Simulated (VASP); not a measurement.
# TePb (Pm-3m) in VASP: a series of runs

Runs on TePb. Level: PBE. Tasks: single point.

All numbers are computed with VASP 6.6.1; they aren't measurements. Logs are shortened: lines on timing, memory, paths and dates and some standing lists are left out, and cuts for length are marked.

## 1. The cell of the first run

It takes space group Pm-3m (No. 221, cubic). The conventional cell has a = 3.921 Å, b = 3.921 Å, c = 3.921 Å, α = 90.00°, β = 90.00°, γ = 90.00°. Te (site symmetry m-3m) has 8 Pb at 3.40 Å and 6 Te at 3.92 Å within 4.5 Å. Pb (site symmetry m-3m) has 8 Te at 3.40 Å and 6 Pb at 3.92 Å within 4.5 Å.

## 2. Single point, PBE (30.15 Å³/atom)

Contents of INCAR:

```
PREC     = Accurate       # precision mode
ENCUT    = 520            # plane-wave cutoff, eV
EDIFF    = 1E-6           # SCF threshold, eV
ISMEAR   = -1             # smearing method
SIGMA    = 0.08           # smearing width, eV
LREAL    = F              # projectors in reciprocal space
LASPH    = T              # aspherical terms in the spheres
NELM     = 80             # most SCF steps
ALGO     = Normal         # electronic algorithm
ISIF     = 2              # what is computed and relaxed
LWAVE    = F              # write WAVECAR
LCHARG   = F              # write CHGCAR
GGA      = PE             # functional
NBANDS   = 17             # bands
```

Contents of KPOINTS:

```
Automatic mesh
0
Gamma
  10 10 10
```

Contents of POSCAR:

```
TePb
1.0
    3.9212797642      0.0000000000      0.0000000000
    0.0000000000      3.9212797642      0.0000000000
    0.0000000000      0.0000000000      3.9212797642
Te Pb
1 1
Direct
    0.5000000000      0.5000000000      0.5000000000
    0.0000000000      0.0000000000      0.0000000000
```

Potentials or basis: VASP PAW PBE potentials, release 64 (Te, Pb_d).

Started as:

```
$ cat potpaw_PBE.64/Te/POTCAR potpaw_PBE.64/Pb_d/POTCAR > POTCAR
$ mpirun -np 1 vasp_std > vasp.out
```

OUTCAR:

```text
PREC = Accurate
   ENCUT = 520
   EDIFF = 1E-6
   ISMEAR = -1
   LREAL = F
   LASPH = T
   NELM = 80
   ISIF = 2
   GGA = PE

 ion  position               nearest neighbor table
   1  0.500  0.500  0.500-   2 3.40   2 3.40   2 3.40   2 3.40   2 3.40   2 3.40   2 3.40   2 3.40

   2  0.000  0.000  0.000-   1 3.40   1 3.40   1 3.40   1 3.40   1 3.40   1 3.40   1 3.40   1 3.40

  LATTYP: Found a simple cubic cell.
 ALAT       =     3.9212797642

  Lattice vectors:

 A1 = (   3.9212797642,   0.0000000000,   0.0000000000)
 A2 = (   0.0000000000,   3.9212797642,   0.0000000000)
 A3 = (   0.0000000000,   0.0000000000,   3.9212797642)

Analysis of symmetry for initial positions (statically):
=====================================================================
 Subroutine PRICEL returns:
 Original cell was already a primitive cell.

 Routine SETGRP: Setting up the symmetry group for a
 simple cubic supercell.

 Subroutine GETGRP returns: Found 48 space group operations
 (whereof 48 operations were pure point group operations)
 out of a pool of 48 trial point group operations.

The static configuration has the point symmetry O_h .

Analysis of symmetry for dynamics (positions and initial velocities):
=====================================================================
 Subroutine PRICEL returns:
 Original cell was already a primitive cell.

 Routine SETGRP: Setting up the symmetry group for a
 simple cubic supercell.

 Subroutine GETGRP returns: Found 48 space group operations
 (whereof 48 operations were pure point group operations)
 out of a pool of 48 trial point group operations.

The dynamic configuration has the point symmetry O_h .

 Subroutine INISYM returns: Found 48 space group operations
 (whereof 48 operations are pure point group operations),
 and found     1 'primitive' translations

----------------------------------------------------------------------------------------

                                     Primitive cell

  volume of cell :      60.2953

  direct lattice vectors                    reciprocal lattice vectors
     3.921279764  0.000000000  0.000000000     0.255018785  0.000000000  0.000000000
     0.000000000  3.921279764  0.000000000     0.000000000  0.255018785  0.000000000
     0.000000000  0.000000000  3.921279764     0.000000000  0.000000000  0.255018785

  length of vectors
     3.921279764  3.921279764  3.921279764     0.255018785  0.255018785  0.255018785

  position of ions in fractional coordinates (direct lattice)
     0.500000000  0.500000000  0.500000000
     0.000000000  0.000000000  0.000000000

  ion indices of the primitive-cell ions
   primitive index   ion index
                 1           1
                 2           2

----------------------------------------------------------------------------------------

 KPOINTS: Automatic mesh

Automatic generation of k-mesh.
 Grid dimensions read from file:
 generate k-points for:   10   10   10

 Generating k-lattice:

  Cartesian coordinates                     Fractional coordinates (reciprocal lattice)
     0.025501878  0.000000000  0.000000000     0.100000000  0.000000000  0.000000000
     0.000000000  0.025501878  0.000000000     0.000000000  0.100000000  0.000000000
     0.000000000  0.000000000  0.025501878     0.000000000  0.000000000  0.100000000

  Length of vectors
     0.025501878  0.025501878  0.025501878

  Shift w.r.t. Gamma in fractional coordinates (k-lattice)
     0.000000000  0.000000000  0.000000000

 Subroutine IBZKPT returns following result:
 ===========================================

 Found     56 irreducible k-points:

 Following reciprocal coordinates:
            Coordinates               Weight
  0.000000  0.000000  0.000000      1.000000
  0.100000  0.000000  0.000000      6.000000
  0.200000  0.000000  0.000000      6.000000
  0.300000  0.000000  0.000000      6.000000
  0.400000  0.000000  0.000000      6.000000
  0.500000  0.000000  0.000000      3.000000
[... 16 lines left out ...]
  0.200000  0.100000  0.100000     24.000000
  0.300000  0.100000  0.100000     24.000000
 [... further k-points ...]
   k-points           NKPTS =     56   k-points in BZ     NKDIM =     56   number of bands    NBANDS=     17
   number of dos      NEDOS =    301   number of ions     NIONS =      2
   total plane-waves  NPLWV =  27000
   dimension x,y,z NGX =    30 NGY =   30 NGZ =   30
   dimension x,y,z NGXF=    60 NGYF=   60 NGZF=   60
   ions per type =               1   1
   NGX,Y,Z   is equivalent  to a cutoff of  12.72, 12.72, 12.72 a.u.
   NGXF,Y,Z  is equivalent  to a cutoff of  25.44, 25.44, 25.44 a.u.
 SYSTEM =  unknown system
   PREC   = accura    normal or accurate (medium, high low for compatibility)
   ISTART =      0    job   : 0-new  1-cont  2-samecut
   ICHARG =      2    charge: 1-file 2-atom 10-const
   ISPIN  =      1    spin polarized calculation?
   LNONCOLLINEAR =      F non collinear calculations
   LSORBIT =      F    spin-orbit coupling
   LASPH  =      T    aspherical Exc in radial PAW
   ENCUT  =  520.0 eV  38.22 Ry    6.18 a.u.   7.29  7.29  7.29*2*pi/ulx,y,z
   NELM   =     80;   NELMIN=  2; NELMDL= -5     # of ELM steps
   EDIFF  = 0.1E-05   stopping-criterion for ELM
   LREAL  =      F    real-space projection
   EDIFFG = 0.1E-04   stopping-criterion for IOM
   NSW    =      0    number of steps for IOM
   IBRION =     -1    ionic relax: 0-MD 1-quasi-New 2-CG
   NFREE  =      0    steps in history (QN), initial steepest desc. (CG)
   ISIF   =      2    stress and relaxation
   ISYM   =      2    0-nonsym 1-usesym 2-fastsym
   POTIM  = 0.5000    time-step for ionic-motion
   TEBEG  =    0.0;   TEEND  =   0.0 temperature during run
   PSTRESS=    0.0 pullay stress
   NELECT =      20.0000    total number of electrons
   NUPDOWN=      -1.0000    fix difference up-down
   EMIN   =  10.00;   EMAX   =-10.00  energy-range for DOS
   EFERMI =   0.00;   METHOD = LEGACY
   ISMEAR =    -1;   SIGMA  =   0.08  broadening in eV -4-tet -1-fermi 0-gaus
   EFERMI_NEDOS =   21; number of points for ismear=-14 and -15
   IALGO  =     38    algorithm
   IMIX   =      4    mixing-type and parameters
     AMIX     =   0.40;   BMIX     =  1.00
     AMIX_MAG =   1.60;   BMIX_MAG =  1.00
  volume/ion in A,a.u.               =      30.15       203.45
  Fermi-wavevector in a.u.,A,eV,Ry     =   1.133245  2.141522 17.473192  1.284243
  Thomas-Fermi vector in A             =   2.269947
   LORBIT       =      0    0 simple, 1 ext, 2 COOP (PROOUT), +10 PAW based schemes
   GGA     = PE    functional components
   LHFCALC =     F    Hartree Fock is set to
   AEXX    =    0.0000 exact exchange contribution
   IVDW    =     0    specifies the selected vdW correction
   LEPSILON=     F    determine dielectric tensor
   LRPA    =     F    only Hartree local field effects (RPA)
 non-spin polarized calculation
  energy-cutoff  :      520.00
  volume of cell :       60.30
 maximum number of plane-waves:      1647
 NGX is ok and might be reduce to    30
   NGX = 15   NGY = 15   NGZ = 15

 number of electron      19.9999993 magnetization

 Free energy of the ion-electron system (eV)
  ---------------------------------------------------
  ext. energy  EPLUGINS =         0.00000000
  ---------------------------------------------------
  free energy    TOTEN  =        -7.05463607 eV

  energy without entropy =       -7.02878899  energy(sigma->0) =       -7.04171253

 E-fermi :   7.0172     XC(G=0):  -9.9703

 val. band max:        7.0031455924   @ k =   0.5000   0.4000   0.4000
 cond. band min:       7.0313273672   @ k =   0.4000   0.4000   0.3000
 fundamental gap:      0.0281817748
 Fermi energy:         7.0171733522

 k-point     1 :       0.0000    0.0000    0.0000
  band No.  band energies     occupation
      1     -10.0186      2.00000
      2     -10.0186      2.00000
      3      -9.9184      2.00000
      4      -9.9184      2.00000
      5      -9.9184      2.00000
      6      -5.4847      2.00000
[... 9 lines left out ...]
     16      17.8589      0.00000
     17      18.3750      0.00000

 k-point     2 :       0.1000    0.0000    0.0000
  band No.  band energies     occupation
      1     -10.0181      2.00000
      2     -10.0104      2.00000
      3      -9.9215      2.00000
      4      -9.9215      2.00000
      5      -9.9182      2.00000
      6      -5.3984      2.00000
[... 9 lines left out ...]
     16      17.7936      0.00000
     17      17.7985      0.00000

 k-point     3 :       0.2000    0.0000    0.0000
  band No.  band energies     occupation
      1     -10.0169      2.00000
      2      -9.9890      2.00000
      3      -9.9297      2.00000
      4      -9.9297      2.00000
      5      -9.9176      2.00000
      6      -5.1444      2.00000
[... 9 lines left out ...]
     16      16.4730      0.00000
     17      17.6590      0.00000

 k-point     4 :       0.3000    0.0000    0.0000
  band No.  band energies     occupation
      1     -10.0155      2.00000
      2      -9.9628      2.00000
      3      -9.9398      2.00000
      4      -9.9398      2.00000
      5      -9.9169      2.00000
      6      -4.7444      2.00000
[... 9 lines left out ...]
     16      15.3031      0.00000
     17      17.9921      0.00000
[... 343 lines left out ...]
      1     -10.0056      2.00000
      2     -10.0056      2.00000
      3      -9.9258      2.00000
      4      -9.9240      2.00000
      5      -9.9240      2.00000
      6      -5.2266      2.00000
[... 9 lines left out ...]
     16      16.9897      0.00000
     17      16.9897      0.00000

 k-point    23 :       0.2000    0.1000    0.1000
  band No.  band energies     occupation
      1     -10.0044      2.00000
      2      -9.9840      2.00000
      3      -9.9346      2.00000
      4      -9.9325      2.00000
      5      -9.9236      2.00000
      6      -4.9754      2.00000
[... 9 lines left out ...]
     16      16.3810      0.00000
     17      16.7343      0.00000

 k-point    24 :       0.3000    0.1000    0.1000
  band No.  band energies     occupation
      1     -10.0030      2.00000
      2      -9.9574      2.00000
      3      -9.9457      2.00000
      4      -9.9429      2.00000
      5      -9.9226      2.00000
      6      -4.5824      2.00000
[... 9 lines left out ...]
     16      16.0626      0.00000
     17      16.0672      0.00000

 [... further k-points ...]
[... 5 lines left out ...]
  --------------------------------------------------------------------------------------
  -------------------------------------------------------------------------------------
  Total        0.9304004      0.9304004      0.9304004      0.0000000      0.0000000      0.0000000
  in kB       24.7227625     24.7227625     24.7227625      0.0000000      0.0000000      0.0000000
  external PRESSURE =      24.7227625 kB  Pullay stress =       0.0000000 kB

 VOLUME and BASIS-vectors are now :
 -----------------------------------------------------------------------------
  energy-cutoff  :      520.00
  volume of cell :       60.30
      direct lattice vectors                 reciprocal lattice vectors
     3.921279764  0.000000000  0.000000000     0.255018785  0.000000000  0.000000000
     0.000000000  3.921279764  0.000000000     0.000000000  0.255018785  0.000000000
     0.000000000  0.000000000  3.921279764     0.000000000  0.000000000  0.255018785

 POSITION                                       TOTAL-FORCE (eV/Angst)
 -----------------------------------------------------------------------------------
      1.96064      1.96064      1.96064         0.000000      0.000000      0.000000
      0.00000      0.00000      0.00000         0.000000      0.000000      0.000000
 -----------------------------------------------------------------------------------
    total drift:                                0.000000     -0.000000     -0.000000

  FREE ENERGIE OF THE ION-ELECTRON SYSTEM (eV)
  ---------------------------------------------------
  free  energy   TOTEN  =        -7.0546360699 eV

  energy  without entropy=       -7.0287889875  energy(sigma->0) =       -7.04171253
```

Wall time 72 s (1 thread of Intel Xeon 8259CL, shared host); peak memory 0.21 GiB.

Results:

- Free energy: -7.0546 eV
- Pressure: 2.5 GPa
- Band gap on the k mesh: zero (bands 10 and 11 overlap by 1.43 eV)

Caveat: spin-orbit coupling is left out, which moves the levels of the heavy elements.

## 3. Single point, PBE (31.41 Å³/atom)

This run uses another cell than the first one, of 31.41 Å³/atom.

Contents of INCAR:

```
PREC     = Accurate       # precision mode
ENCUT    = 520            # plane-wave cutoff, eV
EDIFF    = 1E-6           # SCF threshold, eV
ISMEAR   = -1             # smearing method
SIGMA    = 0.08           # smearing width, eV
LREAL    = False          # projectors in reciprocal space
LASPH    = True           # aspherical terms in the spheres
NELM     = 80             # most SCF steps
ALGO     = Normal         # electronic algorithm
ISIF     = 2              # what is computed and relaxed
LWAVE    = False          # write WAVECAR
LCHARG   = False          # write CHGCAR
GGA      = PE             # functional
NBANDS   = 17             # bands
```

Contents of KPOINTS:

```
regular mesh
0
Gamma
  10 10 10
```

Contents of POSCAR:

```
TePb
1.0
    3.9754252041      0.0000000000      0.0000000000
    0.0000000000      3.9754252041      0.0000000000
    0.0000000000      0.0000000000      3.9754252041
Te Pb
1 1
Direct
    0.5000000000      0.5000000000      0.5000000000
    0.0000000000      0.0000000000      0.0000000000
```

Potentials or basis: VASP PAW PBE potentials, release 64 (Te, Pb_d).

Started as:

```
$ cat potpaw_PBE.64/Te/POTCAR potpaw_PBE.64/Pb_d/POTCAR > POTCAR
$ mpirun -np 1 vasp_std > vasp.out
```

Run time: 71 s. Hardware: 1 thread of Intel Xeon 8259CL, shared host; peak memory 0.21 GiB.

The run converged. Its results:

```
Free energy            : -7.0786 eV
Pressure               : 0.6 GPa
Band gap on the k mesh : zero (bands 10 and 11 overlap by 1.30 eV)
```

Levels at points of the mesh, in eV from the Fermi level:
| k point | band 7 | band 8 | band 9 | band 10 | band 11 | band 12 | band 13 | band 14 |
| --- | --- | --- | --- | --- | --- | --- | --- | --- |
| (0.00, 0.00, 0.00) | -6.64 | -1.54 | -1.54 | -1.54 | 4.06 | 4.06 | 5.45 | 5.45 |
| (0.50, 0.00, 0.00) | -9.04 | -0.67 | -0.09 | -0.09 | 0.30 | 2.43 | 2.43 | 5.38 |
| (0.50, 0.50, 0.00) | -7.83 | -4.43 | -4.43 | 0.29 | 3.67 | 3.85 | 3.85 | 6.13 |
| (0.50, 0.50, 0.50) | -7.05 | -2.47 | -2.47 | -2.47 | -1.01 | -1.01 | -1.01 | 13.84 |

Caveat: spin-orbit coupling is left out, which moves the levels of the heavy elements.

## 4. Single point, PBE (33.98 Å³/atom)

This run uses another cell than the first one, of 33.98 Å³/atom.

Contents of INCAR:

```
SYSTEM = TePb
ALGO = Normal ; EDIFF = 1E-6
ENCUT = 520 ; GGA = PE
ISIF = 2 ; ISMEAR = -1
LASPH = .TRUE. ; LCHARG = .TRUE.
LELF = .TRUE. ; LREAL = .FALSE.
LVHAR = .TRUE. ; LWAVE = .FALSE.
NBANDS = 17 ; NELM = 60
PREC = Accurate ; SIGMA = 0.08
```

Contents of KPOINTS:

```
k-points
0
G
  10 10 10
  0 0 0
```

Contents of POSCAR:

```
TePb
1.0
    4.0807831442      0.0000000000      0.0000000000
    0.0000000000      4.0807831442      0.0000000000
    0.0000000000      0.0000000000      4.0807831442
Te Pb
1 1
Direct
    0.5000000000      0.5000000000      0.5000000000
    0.0000000000      0.0000000000      0.0000000000
```

Potentials or basis: VASP PAW PBE potentials, release 64 (Te, Pb_d).

Started as:

```
$ cat potpaw_PBE.64/Te/POTCAR potpaw_PBE.64/Pb_d/POTCAR > POTCAR
$ mpirun -np 1 vasp_std > vasp.out
```

OUTCAR:

```text
SYSTEM = TePb
   EDIFF = 1E-6
   ENCUT = 520
   GGA = PE
   ISIF = 2
   ISMEAR = -1
   LASPH = .TRUE.
   LREAL = .FALSE.
   NELM = 60
   PREC = Accurate

 ion  position               nearest neighbor table
   1  0.500  0.500  0.500-   2 3.53   2 3.53   2 3.53   2 3.53   2 3.53   2 3.53   2 3.53   2 3.53

   2  0.000  0.000  0.000-   1 3.53   1 3.53   1 3.53   1 3.53   1 3.53   1 3.53   1 3.53   1 3.53

  LATTYP: Found a simple cubic cell.
 ALAT       =     4.0807831442

  Lattice vectors:

 A1 = (   4.0807831442,   0.0000000000,   0.0000000000)
 A2 = (   0.0000000000,   4.0807831442,   0.0000000000)
 A3 = (   0.0000000000,   0.0000000000,   4.0807831442)

Analysis of symmetry for initial positions (statically):
=====================================================================
 Subroutine PRICEL returns:
 Original cell was already a primitive cell.

 Routine SETGRP: Setting up the symmetry group for a
 simple cubic supercell.

 Subroutine GETGRP returns: Found 48 space group operations
[... 155 lines left out ...]

 Free energy of the ion-electron system (eV)
  ---------------------------------------------------
  ext. energy  EPLUGINS =         0.00000000
  ---------------------------------------------------
  free energy    TOTEN  =        -7.04875157 eV

  energy without entropy =       -7.02305348  energy(sigma->0) =       -7.03590252

 E-fermi :   5.6871     XC(G=0):  -9.4218

 val. band max:        5.6146259643   @ k =   0.5000   0.3000   0.3000
 cond. band min:       5.6957831408   @ k =   0.5000   0.2000   0.0000
 fundamental gap:      0.0811571765
 Fermi energy:         5.6871295699

 k-point     1 :       0.0000    0.0000    0.0000
  band No.  band energies     occupation
      1     -11.4320      2.00000
      2     -11.4320      2.00000
      3     -11.3634      2.00000
      4     -11.3634      2.00000
      5     -11.3634      2.00000
      6      -6.0662      2.00000
[... 457 lines left out ...]
      4     -11.3781      2.00000
      5     -11.3660      2.00000
      6      -5.3189      2.00000
[... 9 lines left out ...]
     16      14.3164      0.00000
     17      14.4254      0.00000

 [... further k-points ...]
[... 5 lines left out ...]
  --------------------------------------------------------------------------------------
  -------------------------------------------------------------------------------------
  Total       -0.9753534     -0.9753534     -0.9753534      0.0000000     -0.0000000     -0.0000000
  in kB      -22.9954557    -22.9954557    -22.9954557      0.0000000     -0.0000000     -0.0000000
  external PRESSURE =     -22.9954557 kB  Pullay stress =       0.0000000 kB

 VOLUME and BASIS-vectors are now :
 -----------------------------------------------------------------------------
  energy-cutoff  :      520.00
  volume of cell :       67.96
      direct lattice vectors                 reciprocal lattice vectors
     4.080783144  0.000000000  0.000000000     0.245051002  0.000000000  0.000000000
     0.000000000  4.080783144  0.000000000     0.000000000  0.245051002  0.000000000
     0.000000000  0.000000000  4.080783144     0.000000000  0.000000000  0.245051002

 POSITION                                       TOTAL-FORCE (eV/Angst)
 -----------------------------------------------------------------------------------
      2.04039      2.04039      2.04039         0.000000      0.000000      0.000000
      0.00000      0.00000      0.00000         0.000000      0.000000      0.000000
 -----------------------------------------------------------------------------------
    total drift:                                0.000000     -0.000000     -0.000000

  FREE ENERGIE OF THE ION-ELECTRON SYSTEM (eV)
  ---------------------------------------------------
  free  energy   TOTEN  =        -7.0487515706 eV

  energy  without entropy=       -7.0230534791  energy(sigma->0) =       -7.03590252
```

It took 64 s on 1 thread of Intel Xeon 8259CL, shared host; peak memory 0.21 GiB.

Results:

- Free energy: -7.0488 eV
- Pressure: -2.3 GPa
- Band gap on the k mesh: zero (bands 10 and 11 overlap by 1.07 eV)

Caveat: spin-orbit coupling is left out, which moves the levels of the heavy elements.

## 5. The runs side by side

| cell | gap on the mesh (eV) | pressure (GPa) |
| --- | --- | --- |
| a = 3.921 Å, 2 atoms | none | 2.5 |
| a = 3.975 Å, 2 atoms | none | 0.6 |
| a = 4.081 Å, 2 atoms | none | -2.3 |

Alike in all rows: task single point; level PBE; potentials or basis VASP PAW PBE potentials, release 64 (Te, Pb_d); no spin polarisation; k mesh 10 × 10 × 10; cutoff (eV) 520; smearing fermi-dirac 0.08 eV.

Caveats: spin-orbit coupling is left out, which moves the levels of the heavy elements.

Absolute energies hang on the potentials; compare differences alone.
